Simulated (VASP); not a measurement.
# Mn (I4/mmm) in VASP: a series of runs

Mn is run at these levels: r2SCAN; tasks: single point.

Everything below comes from runs of VASP 6.6.1. Logs are shortened: lines on timing, memory, paths and dates and some standing lists are left out, and cuts for length are marked.

**1. The cell of the first run**

Symmetry: I4/mmm, No. 139, tetragonal system. The conventional cell has a = 2.993 Å, b = 2.993 Å, c = 3.074 Å, α = 90.00°, β = 90.00°, γ = 90.00°. Within 3.5 Å of Mn (site symmetry 4/mmm) lie 14 Mn at 2.62 to 3.07 Å.

**2. Single point, r2SCAN, collinear spin, antiferromagnetic start (volume scaled by 0.92)**

File POSCAR:

```
Mn
1.0
    2.9930300253      0.0000000000      0.0000000000
    0.0000000000      2.9930300253      0.0000000000
    0.0000000000      0.0000000000      3.0735303748
Mn
2
Direct
    0.0000000000      1.0000000000      0.0000000000
    0.5000000000      0.5000000000      0.5000000000
```

File INCAR.step1:

```
PREC = Accurate
ENCUT = 520
ISMEAR = -1
SIGMA = 0.05
LREAL = F
LASPH = T
NELM = 150
ISPIN = 2
MAGMOM = 3.842 -3.842
LMAXMIX = 4
NBANDS = 24
GGA = PE
ALGO = Normal
EDIFF = 1E-4
LWAVE = T
LCHARG = F
```

File INCAR.step2:

```
PREC = Accurate
ENCUT = 520
EDIFF = 1E-6
ISMEAR = -1
SIGMA = 0.05
LREAL = F
LASPH = T
NELM = 150
ALGO = Normal
ISIF = 2
LWAVE = F
LCHARG = F
ISPIN = 2
MAGMOM = 3.842 -3.842
LORBIT = 11
LMAXMIX = 4
METAGGA = R2SCAN
LMIXTAU = T
NBANDS = 24
ISTART = 1
```

File KPOINTS:

```
regular mesh
0
Gamma
  12 12 11
```

Potentials or basis: VASP PAW PBE potentials, release 64 (Mn_pv).

Launch:

```sh
> cat potpaw_PBE.64/Mn_pv/POTCAR > POTCAR
> cp INCAR.step1 INCAR
> mpirun -np 1 vasp_std > vasp.out
> cp INCAR.step2 INCAR
> mpirun -np 1 vasp_std > vasp.out
```

OUTCAR:

```text
PREC = Accurate
   ENCUT = 520
   EDIFF = 1E-6
   ISMEAR = -1
   LREAL = F
   LASPH = T
   NELM = 150
   ISIF = 2
   ISPIN = 2
   LORBIT = 11
   METAGGA = R2SCAN
   ISTART = 1

 ion  position               nearest neighbor table
   1  0.000  0.000  0.000-   2 2.62   2 2.62   2 2.62   2 2.62   2 2.62   2 2.62   2 2.62   2 2.62

   2  0.500  0.500  0.500-   1 2.62   1 2.62   1 2.62   1 2.62   1 2.62   1 2.62   1 2.62   1 2.62

  LATTYP: Found a simple tetragonal cell.
 ALAT       =     2.9930300253
 C/A-ratio  =     1.0268959378

  Lattice vectors:

 A1 = (   2.9930300253,   0.0000000000,   0.0000000000)
 A2 = (   0.0000000000,   2.9930300253,   0.0000000000)
 A3 = (   0.0000000000,   0.0000000000,   3.0735303748)

Analysis of symmetry for initial positions (statically):
=====================================================================
 Subroutine PRICEL returns following result:

  LATTYP: Found a body centered tetragonal cell.
 ALAT       =     2.9930300253
 C/A-ratio  =     1.0268959378
[... 12 lines left out ...]
 Subroutine GETGRP returns: Found 16 space group operations
 (whereof 16 operations were pure point group operations)
 out of a pool of 16 trial point group operations.

The static configuration has the point symmetry D_4h.

Analysis of symmetry for dynamics (positions and initial velocities):
=====================================================================
 Subroutine PRICEL returns following result:

  LATTYP: Found a body centered tetragonal cell.
 ALAT       =     2.9930300253
 C/A-ratio  =     1.0268959378
[... 12 lines left out ...]
 Subroutine GETGRP returns: Found 16 space group operations
 (whereof 16 operations were pure point group operations)
 out of a pool of 16 trial point group operations.

The dynamic configuration has the point symmetry D_4h.

Analysis of structural, dynamic, and magnetic symmetry:
=====================================================================
 Subroutine PRICEL returns following result:

  LATTYP: Found a body centered tetragonal cell.
 ALAT       =     2.9930300253
 C/A-ratio  =     1.0268959378
[... 12 lines left out ...]
 Subroutine GETGRP returns: Found 16 space group operations
 (whereof 16 operations were pure point group operations)
 out of a pool of 16 trial point group operations.

The overall configuration has the point symmetry D_4h.

 Subroutine INISYM returns: Found 16 space group operations
 (whereof 16 operations are pure point group operations),
[... 108 lines left out ...]
   EFERMI =   0.00;   METHOD = LEGACY
   ISMEAR =    -1;   SIGMA  =   0.05  broadening in eV -4-tet -1-fermi 0-gaus
   EFERMI_NEDOS =   21; number of points for ismear=-14 and -15
   IALGO  =     38    algorithm
   IMIX   =      4    mixing-type and parameters
     AMIX     =   0.40;   BMIX     =  1.00
     AMIX_MAG =   1.60;   BMIX_MAG =  1.00
  volume/ion in A,a.u.               =      13.77        92.90
  Fermi-wavevector in a.u.,A,eV,Ry     =   1.606125  3.035137 35.098108  2.579638
  Thomas-Fermi vector in A             =   2.702362
   LORBIT       =     11    0 simple, 1 ext, 2 COOP (PROOUT), +10 PAW based schemes
   METAGGA = R2SCAN    functional components
   LHFCALC =     F    Hartree Fock is set to
   AEXX    =    0.0000 exact exchange contribution
   IVDW    =     0    specifies the selected vdW correction
   LEPSILON=     F    determine dielectric tensor
   LRPA    =     F    only Hartree local field effects (RPA)
 spin polarized calculation
  energy-cutoff  :      520.00
  volume of cell :       27.53
 maximum number of plane-waves:       755
 NGX is ok and might be reduce to    24
   NGX = 11   NGY = 11   NGZ = 11

 number of electron      26.0000018 magnetization      -0.0000000

 number of electron      26.0000018 magnetization       0.0000000

 Free energy of the ion-electron system (eV)
  ---------------------------------------------------
  ext. energy  EPLUGINS =         0.00000000
  ---------------------------------------------------
  free energy    TOTEN  =       -29.60223408 eV

  energy without entropy =      -29.58662492  energy(sigma->0) =      -29.59442950

 E-fermi :   8.6710     XC(G=0): -13.6324

 val. band max:        8.6701264777   @ k =   0.3333   0.2500   0.0909
 cond. band min:       8.6808384053   @ k =   0.3333   0.3333   0.0909
 fundamental gap:      0.0107119276
 Fermi energy:         8.6710292791

 spin component 1

 k-point     1 :       0.0000    0.0000    0.0000
  band No.  band energies     occupation
      1     -44.0504      1.00000
      2     -44.0353      1.00000
      3     -44.0353      1.00000
      4     -39.0218      1.00000
      5     -39.0050      1.00000
      6     -39.0050      1.00000
[... 637 lines left out ...]
     23      24.8430      0.00000
     24      26.4925      0.00000

 [... further k-points ...]

 spin component 2

 k-point     1 :       0.0000    0.0000    0.0000
  band No.  band energies     occupation
      1     -44.0504      1.00000
      2     -44.0353      1.00000
      3     -44.0353      1.00000
      4     -39.0218      1.00000
      5     -39.0050      1.00000
      6     -39.0050      1.00000
[... 637 lines left out ...]
     23      24.8430      0.00000
     24      26.4925      0.00000

 [... further k-points ...]
[... 5 lines left out ...]
  --------------------------------------------------------------------------------------
  -------------------------------------------------------------------------------------
  Total        1.4597627      1.4597627      1.1071836      0.0000000      0.0000000      0.0000000
  in kB       84.9440934     84.9440934     64.4273964      0.0000000      0.0000000      0.0000000
  external PRESSURE =      78.1051944 kB  Pullay stress =       0.0000000 kB

 VOLUME and BASIS-vectors are now :
 -----------------------------------------------------------------------------
  energy-cutoff  :      520.00
  volume of cell :       27.53
      direct lattice vectors                 reciprocal lattice vectors
     2.993030025  0.000000000  0.000000000     0.334109578  0.000000000  0.000000000
     0.000000000  2.993030025  0.000000000     0.000000000  0.334109578  0.000000000
     0.000000000  0.000000000  3.073530375     0.000000000  0.000000000  0.325358750

 POSITION                                       TOTAL-FORCE (eV/Angst)
 -----------------------------------------------------------------------------------
      0.00000      0.00000      0.00000        -0.000000     -0.000000     -0.000000
      1.49652      1.49652      1.53677         0.000000      0.000000      0.000000
 -----------------------------------------------------------------------------------
    total drift:                                0.000000      0.000000     -0.000000

  FREE ENERGIE OF THE ION-ELECTRON SYSTEM (eV)
  ---------------------------------------------------
  free  energy   TOTEN  =       -29.6022340752 eV

  energy  without entropy=      -29.5866249214  energy(sigma->0) =      -29.59442950

 total charge

# of ion       s       p       d       tot
------------------------------------------
    1        0.407   6.325   4.891  11.623
    2        0.407   6.325   4.891  11.623
--------------------------------------------------
tot          0.814  12.650   9.782  23.246

 magnetization (x)

# of ion       s       p       d       tot
------------------------------------------
    1        0.071   0.064   3.549   3.684
    2       -0.071  -0.064  -3.549  -3.684
--------------------------------------------------
tot         -0.000   0.000   0.000  -0.000
```

OUTCAR.step1:

```text
PREC = Accurate
   ENCUT = 520
   ISMEAR = -1
   LREAL = F
   LASPH = T
   NELM = 150
[... 1571 lines left out ...]
 -----------------------------------------------------------------------------------
      0.00000      0.00000      0.00000         0.000000     -0.000000     -0.000000
      1.49652      1.49652      1.53677        -0.000000      0.000000      0.000000
 -----------------------------------------------------------------------------------
    total drift:                                0.000000      0.000000     -0.000000

  FREE ENERGIE OF THE ION-ELECTRON SYSTEM (eV)
  ---------------------------------------------------
  free  energy   TOTEN  =       -17.5055583433 eV

  energy  without entropy=      -17.4799770885  energy(sigma->0) =      -17.49276772
```

OSZICAR.step1:

```text
N       E                     dE             d eps       ncg     rms          rms(c)
DAV:   1     0.256474812428E+03    0.25647E+03   -0.14916E+04 16456   0.142E+03
DAV:   2    -0.921607338266E+01   -0.26569E+03   -0.25526E+03 16664   0.397E+02
DAV:   3    -0.195240221639E+02   -0.10308E+02   -0.10262E+02 17840   0.896E+01
DAV:   4    -0.196302011735E+02   -0.10618E+00   -0.10617E+00 17448   0.884E+00
DAV:   5    -0.196323180011E+02   -0.21168E-02   -0.21168E-02 17760   0.126E+00    0.164E+01
DAV:   6    -0.173995897510E+02    0.22327E+01   -0.86426E+00 16192   0.366E+01    0.902E+00
DAV:   7    -0.175020557431E+02   -0.10247E+00   -0.59137E-01 16256   0.873E+00    0.365E+00
DAV:   8    -0.175122879118E+02   -0.10232E-01   -0.24950E-02 17392   0.121E+00    0.147E+00
DAV:   9    -0.175049821572E+02    0.73058E-02   -0.27591E-02 16624   0.931E-01    0.305E-01
DAV:  10    -0.175054093508E+02   -0.42719E-03   -0.16438E-03 17296   0.341E-01    0.141E-01
DAV:  11    -0.175055574471E+02   -0.14810E-03   -0.57682E-04 13608   0.157E-01    0.475E-02
DAV:  12    -0.175055583433E+02   -0.89615E-06   -0.25133E-05  8520   0.519E-02
   1 F= -.17505558E+02 E0= -.17492768E+02  d E =-.255813E-01  mag=    -0.0000
```

Wall time 6.6 min (1 thread of AMD EPYC 9R45 (Zen 5), shared host); peak memory 0.24 GiB.

What came out:

| Item | Value |
| --- | --- |
| Free energy | -29.6022 eV |
| Pressure | 7.8 GPa |
| Band gap on the k mesh | zero (filled and empty bands overlap) |
| Net moment | 0.00 μB per cell |
| Site moments | Mn +3.68, -3.68 μB |
| Valence electrons inside the program's atomic spheres | Mn 11.62 |

Stress tensor (GPa, compression positive):
```
8.49 0.00 0.00
0.00 8.49 0.00
0.00 0.00 6.44
```

Caveat: the PAW data sets were made with another functional, which shifts forces and pressure a little.

**3. Single point, r2SCAN, collinear spin, antiferromagnetic start (volume scaled by 0.96)**

File POSCAR:

```
Mn
1.0
    3.0357933746      0.0000000000      0.0000000000
    0.0000000000      3.0357933746      0.0000000000
    0.0000000000      0.0000000000      3.1174438845
Mn
2
Direct
    0.0000000000      1.0000000000      0.0000000000
    0.5000000000      0.5000000000      0.5000000000
```

File INCAR.step1:

```
SYSTEM = Mn
ALGO = Normal
EDIFF = 1E-4
ENCUT = 520
GGA = PE
ISMEAR = -1
ISPIN = 2
LASPH = .TRUE.
LCHARG = .FALSE.
LMAXMIX = 4
LREAL = .FALSE.
LWAVE = .TRUE.
MAGMOM = 3.842 -3.842
NBANDS = 24
NELM = 150
PREC = Accurate
SIGMA = 0.05
```

File INCAR.step2:

```
SYSTEM = Mn
ALGO = Normal
EDIFF = 1E-6
ENCUT = 520
ISIF = 2
ISMEAR = -1
ISPIN = 2
ISTART = 1
LASPH = .TRUE.
LCHARG = .TRUE.
LELF = .TRUE.
LMAXMIX = 4
LMIXTAU = .TRUE.
LORBIT = 11
LREAL = .FALSE.
LVHAR = .TRUE.
LWAVE = .FALSE.
MAGMOM = 3.842 -3.842
METAGGA = R2SCAN
NBANDS = 24
NELM = 150
PREC = Accurate
SIGMA = 0.05
```

File KPOINTS:

```
k-points
0
G
  12 12 11
  0 0 0
```

Potentials or basis: VASP PAW PBE potentials, release 64 (Mn_pv).

Launch:

```sh
> cat potpaw_PBE.64/Mn_pv/POTCAR > POTCAR
> cp INCAR.step1 INCAR
> mpirun -np 1 vasp_std > vasp.out
> cp INCAR.step2 INCAR
> mpirun -np 1 vasp_std > vasp.out
```

Run time: 7.8 min. Hardware: 1 thread of AMD EPYC 9R45 (Zen 5), shared host; peak memory 0.24 GiB.

The run converged. Its results:

| Property | Result |
| --- | --- |
| Free energy | -29.6447 eV |
| Pressure | 3.6 GPa |
| Band gap on the k mesh | zero (filled and empty bands overlap) |
| Net moment | 0.00 μB per cell |
| Site moments | Mn +3.78, -3.78 μB |
| Valence electrons inside the program's atomic spheres | Mn 11.57 |

Stress tensor (GPa, compression positive):
```
4.30 0.00 0.00
0.00 4.30 0.00
0.00 0.00 2.21
```

Levels at points of the mesh, in eV from the Fermi level:
Spin up:
```
           k point  band 9  band 10  band 11  band 12  band 13  band 14  band 15  band 16  band 17  band 18
(0.00, 0.00, 0.00)   -4.95    -3.05    -3.05    -2.96     0.86     0.95     2.11     2.11     2.14     7.11
(0.50, 0.00, 0.00)   -4.32    -3.45    -3.36    -2.80    -1.44     0.26     0.62     0.82     1.80     3.22
(0.50, 0.50, 0.00)   -3.81    -3.81    -2.48    -0.90    -0.66    -0.66     1.40     1.93     1.93     2.88
```
Spin down:
```
           k point  band 9  band 10  band 11  band 12  band 13  band 14  band 15  band 16  band 17  band 18
(0.00, 0.00, 0.00)   -4.95    -3.05    -3.05    -2.96     0.86     0.95     2.11     2.11     2.14     7.11
(0.50, 0.00, 0.00)   -4.32    -3.45    -3.36    -2.80    -1.44     0.26     0.62     0.82     1.80     3.22
(0.50, 0.50, 0.00)   -3.81    -3.81    -2.48    -0.90    -0.66    -0.66     1.40     1.93     1.93     2.88
```

Caveat: the PAW data sets were made with another functional, which shifts forces and pressure a little.
